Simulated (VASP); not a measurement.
# Li2Se (Fm-3m) in VASP: electric field gradients with PBE

Aim: the electric field gradients of Li2Se with PBE.

All numbers are computed with VASP 6.6.1; they aren't measurements. Logs are shortened: lines on timing, memory, paths and dates and some standing lists are left out, and cuts for length are marked.

**1. The cell of the first run**

It takes space group Fm-3m (No. 225, cubic). The conventional cell has a = 5.952 Å, b = 5.952 Å, c = 5.952 Å, α = 90.00°, β = 90.00°, γ = 90.00°. Li (site symmetry -43m) has 4 Se at 2.58 Å and 6 Li at 2.98 Å within 3.4 Å. Se (site symmetry m-3m) has 8 Li at 2.58 Å within 3.4 Å.

**2. Electric field gradients, PBE**

INCAR

```
SYSTEM = Li2Se
PREC = Accurate
ENCUT = 650
EDIFF = 1E-8
ISMEAR = 0
SIGMA = 0.01
LREAL = .False.
LASPH = .True.
NELM = 120
ALGO = Normal
ISIF = 2
LWAVE = .False.
LCHARG = .False.
GGA = PE
LEFG = .True.
NBANDS = 66
GGA_COMPAT = .False.
```

KPOINTS

```
Automatic mesh
0
Gamma
  3 3 3
  0 0 0
```

POSCAR

```
Li2Se
1.0
    0.0000000000      5.9520885296      5.9520885296
    5.9520885296      0.0000000000      5.9520885296
    5.9520885296      5.9520885296      0.0000000000
Li Se
16 8
Direct
    0.3750000000      0.3750000000      0.3750000000
    0.3750000000      0.3750000000      0.8750000000
    0.3750000000      0.8750000000      0.3750000000
    0.3750000000      0.8750000000      0.8750000000
    0.8750000000      0.3750000000      0.3750000000
    0.8750000000      0.3750000000      0.8750000000
    0.8750000000      0.8750000000      0.3750000000
    0.8750000000      0.8750000000      0.8750000000
    0.1250000000      0.1250000000      0.1250000000
    0.1250000000      0.1250000000      0.6250000000
    0.1250000000      0.6250000000      0.1250000000
    0.1250000000      0.6250000000      0.6250000000
    0.6250000000      0.1250000000      0.1250000000
    0.6250000000      0.1250000000      0.6250000000
    0.6250000000      0.6250000000      0.1250000000
    0.6250000000      0.6250000000      0.6250000000
    0.0000000000      0.0000000000      0.0000000000
    0.0000000000      0.0000000000      0.5000000000
    0.0000000000      0.5000000000      0.0000000000
    0.0000000000      0.5000000000      0.5000000000
    0.5000000000      0.0000000000      0.0000000000
    0.5000000000      0.0000000000      0.5000000000
    0.5000000000      0.5000000000      0.0000000000
    0.5000000000      0.5000000000      0.5000000000
```

Potentials or basis: VASP PAW PBE potentials, release 64 (Li_sv, Se).

Run with:

```sh
> cat potpaw_PBE.64/Li_sv/POTCAR potpaw_PBE.64/Se/POTCAR > POTCAR
> mpirun -np 1 vasp_std > vasp.out
```

OUTCAR:

```text
SYSTEM = Li2Se
   PREC = Accurate
   ENCUT = 650
   EDIFF = 1E-8
   ISMEAR = 0
   LREAL = .False.
   LASPH = .True.
   NELM = 120
   ISIF = 2
   GGA = PE

 ion  position               nearest neighbor table
   1  0.375  0.375  0.375-  20 2.58  22 2.58  23 2.58  24 2.58
   2  0.375  0.375  0.875-  19 2.58  21 2.58  23 2.58  24 2.58
   3  0.375  0.875  0.375-  18 2.58  21 2.58  22 2.58  24 2.58
   4  0.375  0.875  0.875-  17 2.58  21 2.58  22 2.58  23 2.58
   5  0.875  0.375  0.375-  18 2.58  19 2.58  20 2.58  24 2.58
   6  0.875  0.375  0.875-  17 2.58  19 2.58  20 2.58  23 2.58
[... 8 lines left out ...]
  15  0.625  0.625  0.125-  19 2.58  21 2.58  23 2.58  24 2.58
  16  0.625  0.625  0.625-  20 2.58  22 2.58  23 2.58  24 2.58
  17  0.000  0.000  0.000-   4 2.58   6 2.58   7 2.58   8 2.58   9 2.58  10 2.58  11 2.58  13 2.58
[... 20 lines left out ...]
 A1 = (   0.0000000000,   5.9520885296,   5.9520885296)
 A2 = (   5.9520885296,   0.0000000000,   5.9520885296)
 A3 = (   5.9520885296,   5.9520885296,   0.0000000000)

Analysis of symmetry for initial positions (statically):
=====================================================================
 Subroutine PRICEL returns following result:

  LATTYP: Found a face centered cubic cell.
 ALAT       =     5.9520885296

  Lattice vectors:

 A1 = (   0.0000000000,   2.9760442648,   2.9760442648)
 A2 = (   2.9760442648,   0.0000000000,   2.9760442648)
 A3 = (   2.9760442648,   2.9760442648,   0.0000000000)

   8 primitive cells build up your supercell.

 Routine SETGRP: Setting up the symmetry group for a
 face centered cubic supercell.

 Subroutine GETGRP returns: Found 48 space group operations
 (whereof 48 operations were pure point group operations)
 out of a pool of 48 trial point group operations.

The static configuration has the point symmetry O_h .

Analysis of symmetry for dynamics (positions and initial velocities):
=====================================================================
 Subroutine PRICEL returns following result:

  LATTYP: Found a face centered cubic cell.
 ALAT       =     5.9520885296

  Lattice vectors:

 A1 = (   0.0000000000,   2.9760442648,   2.9760442648)
[... 400 lines left out ...]
 [bands above 60 left out]

------------------------ aborting loop because EDIFF is reached ----------------------------------------

  FORCE on cell =-STRESS in cart. coord.  units (eV):
  Direction    XX          YY          ZZ          XY          YZ          ZX
  --------------------------------------------------------------------------------------
  -------------------------------------------------------------------------------------
  Total        2.2741628      2.2741628      2.2741628      0.0000000      0.0000000     -0.0000000
  in kB        8.6396070      8.6396070      8.6396070      0.0000000      0.0000000     -0.0000000
  external PRESSURE =       8.6396070 kB  Pullay stress =       0.0000000 kB

 VOLUME and BASIS-vectors are now :
 -----------------------------------------------------------------------------
  energy-cutoff  :      650.00
  volume of cell :      421.73
      direct lattice vectors                 reciprocal lattice vectors
     0.000000000  5.952088530  5.952088530    -0.084004127  0.084004127  0.084004127
     5.952088530  0.000000000  5.952088530     0.084004127 -0.084004127  0.084004127
     5.952088530  5.952088530  0.000000000     0.084004127  0.084004127 -0.084004127

 POSITION                                       TOTAL-FORCE (eV/Angst)
 -----------------------------------------------------------------------------------
      4.46407      4.46407      4.46407        -0.000000     -0.000000     -0.000000
      7.44011      7.44011      4.46407        -0.000000     -0.000000      0.000000
      7.44011      4.46407      7.44011        -0.000000     -0.000000     -0.000000
     10.41615      7.44011      7.44011        -0.000000     -0.000000     -0.000000
      4.46407      7.44011      7.44011        -0.000000     -0.000000     -0.000000
      7.44011     10.41615      7.44011        -0.000000     -0.000000     -0.000000
[... 16 lines left out ...]
      2.97604      2.97604      5.95209        -0.000000     -0.000000     -0.000000
      5.95209      5.95209      5.95209        -0.000000     -0.000000     -0.000000
 -----------------------------------------------------------------------------------
    total drift:                                0.000000      0.000000      0.000000

  FREE ENERGIE OF THE ION-ELECTRON SYSTEM (eV)
  ---------------------------------------------------
  free  energy   TOTEN  =       -89.0144514302 eV

  energy  without entropy=      -89.0144514302  energy(sigma->0) =      -89.01445143

 Electric field gradients (V/A^2)
---------------------------------------------------------------------
 ion       V_xx      V_yy      V_zz      V_xy      V_xz      V_yz
---------------------------------------------------------------------
   1       0.000    -0.000     0.000    -0.002    -0.002    -0.002
   2      -0.000     0.000     0.000    -0.002    -0.002    -0.002
   3      -0.000    -0.000     0.000    -0.002    -0.002    -0.002
   4      -0.000    -0.000     0.000    -0.002    -0.002    -0.002
   5       0.000     0.000     0.000    -0.002    -0.002    -0.002
   6      -0.000    -0.000     0.000    -0.002    -0.002    -0.002
[... 16 lines left out ...]
  23       0.000     0.000    -0.000     0.000     0.000     0.000
  24       0.000     0.000    -0.000     0.000     0.000     0.000
---------------------------------------------------------------------

 Electric field gradients after diagonalization (V/A^2)
 (convention: |V_zz| > |V_xx| > |V_yy|)
----------------------------------------------------------------------
 ion       V_xx      V_yy      V_zz     asymmetry (V_yy - V_xx)/ V_zz
----------------------------------------------------------------------
   1       0.002     0.002    -0.004       0.000
   2       0.002     0.002    -0.004       0.000
   3       0.002     0.002    -0.004       0.000
   4       0.002     0.002    -0.004       0.000
   5       0.002     0.002    -0.004       0.000
   6       0.002     0.002    -0.004       0.000
[... 16 lines left out ...]
  23      -0.000    -0.000     0.000       0.000
  24      -0.000    -0.000     0.000       0.000
----------------------------------------------------------------------

           NMR quadrupolar parameters

 Cq : quadrupolar parameter    Cq=e*Q*V_zz/h
 eta: asymmetry parameters     (V_yy - V_xx)/ V_zz
 Q  : nuclear electric quadrupole moment in mb (millibarn)
----------------------------------------------------------------------
 ion       Cq(MHz)       eta       Q (mb)
----------------------------------------------------------------------
   1      -0.000       0.000       1.000
   2      -0.000       0.000       1.000
   3      -0.000       0.000       1.000
   4      -0.000       0.000       1.000
   5      -0.000       0.000       1.000
   6      -0.000       0.000       1.000
[... 16 lines left out ...]
  23       0.000       0.000       1.000
  24       0.000       0.000       1.000
----------------------------------------------------------------------
```

It took 6.5 min on 1 thread of Intel Xeon Platinum 8259CL at 2.50GHz (Skylake/Cascade Lake), shared host; peak memory 0.74 GiB.

What came out:

```yaml
Free_energy: -89.0145 eV
Pressure: 0.9 GPa
Band_gap_on_the_k_mesh: 2.95 eV
Largest_electric_field_gradient_by_atom: under 0.05 V/Å² on every atom
```

Levels at points of the mesh, in eV from the valence-band top:
```
           k point  band 45  band 46  band 47  band 48  band 49  band 50  band 51  band 52
(0.00, 0.00, 0.00)    -0.55     0.00     0.00     0.00     2.95     2.95     2.95     3.50
```
